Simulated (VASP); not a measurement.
## TlBr: relaxation of cell and atoms with r2SCAN+rVV10

Crystal: TlBr.

```xyz
2
Lattice="3.9800 0.0000 0.0000 0.0000 3.9800 0.0000 0.0000 0.0000 3.9800" Properties=species:S:1:pos:R:3 pbc="T T T"
Tl    0.0000    0.0000    0.0000
Br    1.9900    1.9900    1.9900
```

* Program: VASP 6.6.1
* Task: relaxation of cell and atoms
* Functional: r2SCAN
* Dispersion: rVV10
* Potentials or basis: VASP PAW PBE potentials, release 64 (Tl_d, Br)
* Cutoff: 550 eV
* k mesh: 6 × 6 × 6
* Occupations: fermi-dirac, width 0.02 eV
* Spin: no spin polarisation
* Dipole correction: no
* Further INCAR settings: ALGO = Normal; EDIFF = 1e-07; IBRION = 2; EDIFFG = -0.005; NSW = 80; ISIF = 3

```json
{
 "Relaxed volume": "30.88 Å³/atom",
 "Relaxed cell": "a = 3.953 Å, b = 3.953 Å, c = 3.953 Å, α = 90.00°, β = 90.00°, γ = 90.00°",
 "Space group after relaxing (to 0.05 Å)": "Pm-3m (No. 221)",
 "Energy gained by relaxing": "1.1 meV/atom",
 "Ionic steps": "3",
 "Pressure after relaxing": "0.0 GPa",
 "Band gap on the k mesh": "2.20 eV, direct"
}
```

Step by step:
```tsv
step	energy change (eV)	largest force (eV/Å)	pressure (GPa)	volume (Å³)
1	0.0000	0.0000	-0.55	63.04
2	-0.0021	0.0000	-0.14	62.06
3	-0.0023	0.0000	0.00	61.75
```

Final structure:
```xyz
2
Lattice="3.9527 0.0000 0.0000 0.0000 3.9527 0.0000 0.0000 0.0000 3.9527" Properties=species:S:1:pos:R:3 pbc="T T T"
Tl    0.0000    0.0000    0.0000
Br    1.9763    1.9763    1.9763
```

Levels at points of the mesh, in eV from the valence-band top:
```tsv
k point	band 7	band 8	band 9	band 10	band 11	band 12	band 13	band 14
(0.00, 0.00, 0.00)	-4.66	-1.47	-1.47	-1.47	7.43	7.43	7.78	7.78
(0.50, 0.00, 0.00)	-5.74	-0.95	-0.95	0.00	2.20	6.20	6.20	8.44
(0.50, 0.50, 0.00)	-3.77	-3.16	-3.16	-0.87	5.26	5.26	7.93	8.27
(0.50, 0.50, 0.50)	-2.72	-2.13	-2.13	-2.13	2.38	2.38	2.38	13.80
```

Wall time 2.4 min on 1 thread of Intel(R) Xeon(R) 6975P-C (Granite Rapids), on a shared host, peak memory 0.29 GiB.

Caveat: the PAW data sets were made with another functional, which shifts forces and pressure a little; spin-orbit coupling is left out, which moves the levels of the heavy elements. A k mesh can miss the band edges.
